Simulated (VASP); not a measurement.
# CdSe (P6_3mc) in VASP: notebook

CdSe is run at these levels: PBE-based global hybrid with 50 % exact exchange, PBE0, PBE; tasks: single point.

Program: VASP 6.6.1. These are calculated values, not measurements. Logs are shortened: lines on timing, memory, paths and dates and some standing lists are left out, and cuts for length are marked.

**1. The cell of the first run**

The structure is hexagonal, space group P6_3mc (No. 186). Conventional cell: a = 4.300 Å, b = 4.300 Å, c = 7.020 Å, α = 90.00°, β = 90.00°, γ = 120.00°. Within 3.4 Å of Cd (site symmetry 3m) lie 4 Se at 2.61 to 2.70 Å. Se (site symmetry 3m) has 4 Cd at 2.61 to 2.70 Å within 3.4 Å.

**2. Single point, PBE-based global hybrid with 50 % exact exchange**

The input, POSCAR:

```
CdSe
1.0
    4.3000000000      0.0000000000      0.0000000000
   -2.1500000000      3.7239092363      0.0000000000
    0.0000000000      0.0000000000      7.0200000000
Cd Se
2 2
Direct
    0.6666666667      0.3333333333      0.5000000000
    0.3333333333      0.6666666667      0.0000000000
    0.6666666667      0.3333333333      0.8850000000
    0.3333333333      0.6666666667      0.3850000000
```

The input, INCAR.step1:

```
  PREC = Accurate
  ENCUT = 520
  EDIFF = 1E-5
  ISMEAR = -1
  SIGMA = 0.05
  LREAL = F
  LASPH = T
  NELM = 80
  ALGO = Normal
  ISIF = 2
  LWAVE = T
  GGA = PE
  NBANDS = 26
```

The input, INCAR.step2:

```
  PREC = Accurate
  ENCUT = 520
  EDIFF = 1E-7
  ISMEAR = -1
  SIGMA = 0.05
  LREAL = F
  LASPH = T
  NELM = 80
  ALGO = Normal
  ISIF = 2
  LWAVE = F
  LCHARG = T
  GGA = PE
  LHFCALC = T
  AEXX = 0.5
  PRECFOCK = Normal
  LELF = T
  LVHAR = T
  ISTART = 1
  NBANDS = 26
```

The input, KPOINTS:

```
regular mesh
0
Gamma
  4 4 2
```

Potentials or basis: VASP PAW PBE potentials, release 64 (Cd, Se).

Command:

```sh
cat potpaw_PBE.64/Cd/POTCAR potpaw_PBE.64/Se/POTCAR > POTCAR
cp INCAR.step1 INCAR
mpirun -np 1 vasp_std > vasp.out
cp INCAR.step2 INCAR
mpirun -np 1 vasp_std > vasp.out
```

OUTCAR:

```text
PREC = Accurate
   ENCUT = 520
   EDIFF = 1E-7
   ISMEAR = -1
   LREAL = F
   LASPH = T
   NELM = 80
   ISIF = 2
   GGA = PE
   LHFCALC = T
   AEXX = 0.5
   PRECFOCK = Normal
   ISTART = 1

 ion  position               nearest neighbor table
   1  0.667  0.333  0.500-   4 2.61   4 2.61   4 2.61   3 2.70
   2  0.333  0.667  0.000-   3 2.61   3 2.61   3 2.61   4 2.70
   3  0.667  0.333  0.885-   2 2.61   2 2.61   2 2.61   1 2.70
   4  0.333  0.667  0.385-   1 2.61   1 2.61   1 2.61   2 2.70

  LATTYP: Found a hexagonal cell.
 ALAT       =     4.3000000000
 C/A-ratio  =     1.6325581395

  Lattice vectors:

 A1 = (   4.3000000000,   0.0000000000,   0.0000000000)
 A2 = (  -2.1500000000,   3.7239092363,   0.0000000000)
 A3 = (   0.0000000000,   0.0000000000,   7.0200000000)

Analysis of symmetry for initial positions (statically):
=====================================================================
 Subroutine PRICEL returns:
 Original cell was already a primitive cell.

 Routine SETGRP: Setting up the symmetry group for a
 hexagonal supercell.

 Subroutine GETGRP returns: Found 12 space group operations
 (whereof  6 operations were pure point group operations)
 out of a pool of 24 trial point group operations.

The static configuration has the point symmetry C_3v.
 The point group associated with its full space group is C_6v.

Analysis of symmetry for dynamics (positions and initial velocities):
=====================================================================
 Subroutine PRICEL returns:
 Original cell was already a primitive cell.

 Routine SETGRP: Setting up the symmetry group for a
 hexagonal supercell.

 Subroutine GETGRP returns: Found 12 space group operations
 (whereof  6 operations were pure point group operations)
 out of a pool of 24 trial point group operations.

The dynamic configuration has the point symmetry C_3v.
 The point group associated with its full space group is C_6v.

 Subroutine INISYM returns: Found 12 space group operations
 (whereof  6 operations are pure point group operations),
 and found     1 'primitive' translations

----------------------------------------------------------------------------------------

                                     Primitive cell

  volume of cell :     112.4099

  direct lattice vectors                    reciprocal lattice vectors
     4.300000000  0.000000000  0.000000000     0.232558140  0.134267504  0.000000000
    -2.150000000  3.723909236  0.000000000     0.000000000  0.268535009  0.000000000
     0.000000000  0.000000000  7.020000000     0.000000000  0.000000000  0.142450142

  length of vectors
     4.300000000  4.300000000  7.020000000     0.268535009  0.268535009  0.142450142

  position of ions in fractional coordinates (direct lattice)
     0.666666667  0.333333333  0.500000000
     0.333333333  0.666666667  0.000000000
     0.666666667  0.333333333  0.885000000
     0.333333333  0.666666667  0.385000000

  ion indices of the primitive-cell ions
   primitive index   ion index
                 1           1
                 2           2
                 3           3
                 4           4

----------------------------------------------------------------------------------------

 KPOINTS: regular mesh

Automatic generation of k-mesh.
 Grid dimensions read from file:
 generate k-points for:    4    4    2

 Generating k-lattice:

  Cartesian coordinates                     Fractional coordinates (reciprocal lattice)
     0.058139535  0.033566876  0.000000000     0.250000000  0.000000000  0.000000000
     0.000000000  0.067133752  0.000000000     0.000000000  0.250000000  0.000000000
     0.000000000  0.000000000  0.071225071     0.000000000  0.000000000  0.500000000

  Length of vectors
     0.067133752  0.067133752  0.071225071

  Shift w.r.t. Gamma in fractional coordinates (k-lattice)
     0.000000000  0.000000000  0.000000000

 Subroutine IBZKPT returns following result:
 ===========================================

 Found      8 irreducible k-points:

 Following reciprocal coordinates:
            Coordinates               Weight
  0.000000  0.000000  0.000000      1.000000
  0.250000 -0.000000  0.000000      6.000000
  0.500000 -0.000000  0.000000      3.000000
  0.250000  0.250000  0.000000      6.000000
  0.000000  0.000000  0.500000      1.000000
  0.250000 -0.000000  0.500000      6.000000
  0.500000 -0.000000  0.500000      3.000000
  0.250000  0.250000  0.500000      6.000000
   k-points           NKPTS =      8   k-points in BZ     NKDIM =     32   number of bands    NBANDS=     26
   number of dos      NEDOS =    301   number of ions     NIONS =      4
   total plane-waves  NPLWV =  55296
   dimension x,y,z NGX =    32 NGY =   32 NGZ =   54
   dimension x,y,z NGXF=    64 NGYF=   64 NGZF=  108
   ions per type =               2   2
   NGX,Y,Z   is equivalent  to a cutoff of  12.37, 12.37, 12.79 a.u.
   NGXF,Y,Z  is equivalent  to a cutoff of  24.74, 24.74, 25.58 a.u.
 SYSTEM =  unknown system
   PREC   = accura    normal or accurate (medium, high low for compatibility)
   ISTART =      1    job   : 0-new  1-cont  2-samecut
   ICHARG =      0    charge: 1-file 2-atom 10-const
   ISPIN  =      1    spin polarized calculation?
   LNONCOLLINEAR =      F non collinear calculations
   LSORBIT =      F    spin-orbit coupling
   LASPH  =      T    aspherical Exc in radial PAW
   ENCUT  =  520.0 eV  38.22 Ry    6.18 a.u.   8.00  8.00 13.05*2*pi/ulx,y,z
   NELM   =     80;   NELMIN=  2; NELMDL=  0     # of ELM steps
   EDIFF  = 0.1E-06   stopping-criterion for ELM
   LREAL  =      F    real-space projection
   EDIFFG = 0.1E-05   stopping-criterion for IOM
   NSW    =      0    number of steps for IOM
   IBRION =     -1    ionic relax: 0-MD 1-quasi-New 2-CG
   NFREE  =      0    steps in history (QN), initial steepest desc. (CG)
   ISIF   =      2    stress and relaxation
   ISYM   =      3    0-nonsym 1-usesym 2-fastsym
   POTIM  = 0.5000    time-step for ionic-motion
   TEBEG  =    0.0;   TEEND  =   0.0 temperature during run
   PSTRESS=    0.0 pullay stress
   NELECT =      36.0000    total number of electrons
   NUPDOWN=      -1.0000    fix difference up-down
   EMIN   =  10.00;   EMAX   =-10.00  energy-range for DOS
   EFERMI =   0.00;   METHOD = LEGACY
   ISMEAR =    -1;   SIGMA  =   0.05  broadening in eV -4-tet -1-fermi 0-gaus
   EFERMI_NEDOS =   21; number of points for ismear=-14 and -15
   IALGO  =     38    algorithm
   IMIX   =      1    mixing-type and parameters
     AMIX     =   0.40;   BMIX     =  1.00
     AMIX_MAG =   1.60;   BMIX_MAG =  1.00
  volume/ion in A,a.u.               =      28.10       189.64
  Fermi-wavevector in a.u.,A,eV,Ry     =   1.120059  2.116604 17.068937  1.254531
  Thomas-Fermi vector in A             =   2.256702
   LORBIT       =      0    0 simple, 1 ext, 2 COOP (PROOUT), +10 PAW based schemes
   GGA     = PE    functional components
   LHFCALC =     T    Hartree Fock is set to
   PRECFOCK=normal    Normal, Fast or Accurate (Low or Medium for compatibility)
   ENCUT4O =  -1.0   cutoff for four orbital integrals eV
   NKREDX  =     1    reduce k-point grid by
   NKREDY  =     1    reduce k-point grid by
   NKREDZ  =     1    reduce k-point grid by
   AEXX    =    0.5000 exact exchange contribution
   HFSCREEN=    0.0000 screening length (either q_TF or 0.3 A-1)
   HFSCREENC=   0.0000 screening length for correlation (either q_TF or 0.3 A-1)
   ENCUTFOCK=  -1.0 apply spherical cutoff to Coloumb kernel
   IVDW    =     0    specifies the selected vdW correction
   LEPSILON=     F    determine dielectric tensor
   LRPA    =     F    only Hartree local field effects (RPA)
 non-spin polarized calculation
  energy-cutoff  :      520.00
  volume of cell :      112.41
 maximum number of plane-waves:      3042
 NGX is ok and might be reduce to    32
  NGX = 24; NGY = 24; NGZ = 40

 number of electron      35.9999998 magnetization

 Free energy of the ion-electron system (eV)
  ---------------------------------------------------
  ext. energy  EPLUGINS =         0.00000000
  ---------------------------------------------------
  free energy    TOTEN  =       -18.98722145 eV

  energy without entropy =      -18.98722145  energy(sigma->0) =      -18.98722145

 E-fermi :  -0.0050     XC(G=0):  -5.1532

 val. band max:       -1.0727126913   @ k =   0.0000   0.0000   0.0000
 cond. band min:       3.0584369163   @ k =   0.0000   0.0000   0.0000
 fundamental gap:      4.1311496076
 Fermi energy:        -0.0050428470

 k-point     1 :       0.0000    0.0000    0.0000
  band No.  band energies     occupation
      1     -15.9459      2.00000
      2     -15.5173      2.00000
      3     -11.4539      2.00000
      4     -11.4539      2.00000
      5     -11.4038      2.00000
      6     -11.3961      2.00000
[... 18 lines left out ...]
     25       9.6887      0.00000
     26      10.4086      0.00000

 k-point     2 :       0.2500   -0.0000    0.0000
  band No.  band energies     occupation
      1     -15.7411      2.00000
      2     -15.4303      2.00000
      3     -11.3903      2.00000
      4     -11.3757      2.00000
      5     -11.3130      2.00000
      6     -11.2953      2.00000
[... 18 lines left out ...]
     25      10.1001      0.00000
     26      10.6718      0.00000

 k-point     3 :       0.5000   -0.0000    0.0000
  band No.  band energies     occupation
      1     -15.5065      2.00000
      2     -15.3743      2.00000
      3     -11.3421      2.00000
      4     -11.3397      2.00000
      5     -11.2330      2.00000
      6     -11.1828      2.00000
[... 18 lines left out ...]
     25      10.4484      0.00000
     26      12.4016      0.00000

 k-point     4 :       0.2500    0.2500    0.0000
  band No.  band energies     occupation
      1     -15.5086      2.00000
      2     -15.3754      2.00000
      3     -11.3607      2.00000
      4     -11.2983      2.00000
      5     -11.2331      2.00000
      6     -11.2329      2.00000
[... 18 lines left out ...]
     25      10.0754      0.00000
     26      11.7168      0.00000

 k-point     5 :       0.0000    0.0000    0.5000
  band No.  band energies     occupation
      1     -15.7261      2.00000
      2     -15.7261      2.00000
      3     -11.4288      2.00000
      4     -11.4288      2.00000
      5     -11.4288      2.00000
      6     -11.4288      2.00000
[... 18 lines left out ...]
     25       8.8123      0.00000
     26       8.8123      0.00000

 k-point     6 :       0.2500   -0.0000    0.5000
  band No.  band energies     occupation
      1     -15.5773      2.00000
      2     -15.5773      2.00000
      3     -11.3529      2.00000
      4     -11.3529      2.00000
      5     -11.3449      2.00000
      6     -11.3449      2.00000
[... 18 lines left out ...]
     25      10.0701      0.00000
     26      10.0701      0.00000

 k-point     7 :       0.5000   -0.0000    0.5000
  band No.  band energies     occupation
      1     -15.4305      2.00000
      2     -15.4305      2.00000
      3     -11.3069      2.00000
      4     -11.3069      2.00000
      5     -11.2845      2.00000
      6     -11.2845      2.00000
[... 18 lines left out ...]
     25      10.8282      0.00000
     26      10.8282      0.00000

 k-point     8 :       0.2500    0.2500    0.5000
  band No.  band energies     occupation
      1     -15.4321      2.00000
      2     -15.4321      2.00000
      3     -11.3021      2.00000
      4     -11.3021      2.00000
      5     -11.2785      2.00000
      6     -11.2785      2.00000
[... 18 lines left out ...]
     25      10.2971      0.00000
     26      10.2971      0.00000

------------------------ aborting loop because EDIFF is reached ----------------------------------------

  FORCE on cell =-STRESS in cart. coord.  units (eV):
  Direction    XX          YY          ZZ          XY          YZ          ZX
  --------------------------------------------------------------------------------------
  -------------------------------------------------------------------------------------
  Total        0.9310125      0.9310125     -0.6590038      0.0000000      0.0000000      0.0000000
  in kB       13.2697101     13.2697101     -9.3927736      0.0000000      0.0000000      0.0000000
  external PRESSURE =       5.7155489 kB  Pullay stress =       0.0000000 kB

 VOLUME and BASIS-vectors are now :
 -----------------------------------------------------------------------------
  energy-cutoff  :      520.00
  volume of cell :      112.41
      direct lattice vectors                 reciprocal lattice vectors
     4.300000000  0.000000000  0.000000000     0.232558140  0.134267504  0.000000000
    -2.150000000  3.723909236  0.000000000     0.000000000  0.268535009  0.000000000
     0.000000000  0.000000000  7.020000000     0.000000000  0.000000000  0.142450142

 POSITION                                       TOTAL-FORCE (eV/Angst)
 -----------------------------------------------------------------------------------
      2.15000      1.24130      3.51000        -0.000000      0.000000      0.290962
     -0.00000      2.48261      0.00000         0.000000     -0.000000      0.290962
      2.15000      1.24130      6.21270         0.000000     -0.000000     -0.290962
     -0.00000      2.48261      2.70270        -0.000000      0.000000     -0.290962
 -----------------------------------------------------------------------------------
    total drift:                               -0.000000     -0.000000      0.000119

  FREE ENERGIE OF THE ION-ELECTRON SYSTEM (eV)
  ---------------------------------------------------
  free  energy   TOTEN  =       -18.9872214477 eV

  energy  without entropy=      -18.9872214476  energy(sigma->0) =      -18.98722145
```

Wall time 13 min (1 thread of Intel Xeon 6975P-C (Granite Rapids), shared host); peak memory 0.26 GiB.

Results:

```yaml
Free_energy: -18.9872 eV
Pressure: 0.6 GPa
Largest_force: 0.291 eV/Å
Band_gap_on_the_k_mesh: 4.13 eV
```

Forces in eV/Å, atoms in the order of the input:
```
Cd   0.000  0.000  0.291
Cd   0.000  0.000  0.291
Se   0.000  0.000 -0.291
Se   0.000  0.000 -0.291
```

Caveat: the k points lie up to 0.45 Å⁻¹ apart; the PAW data sets were made with another functional, which shifts forces and pressure a little.

(Continued in part 2 of 2.)
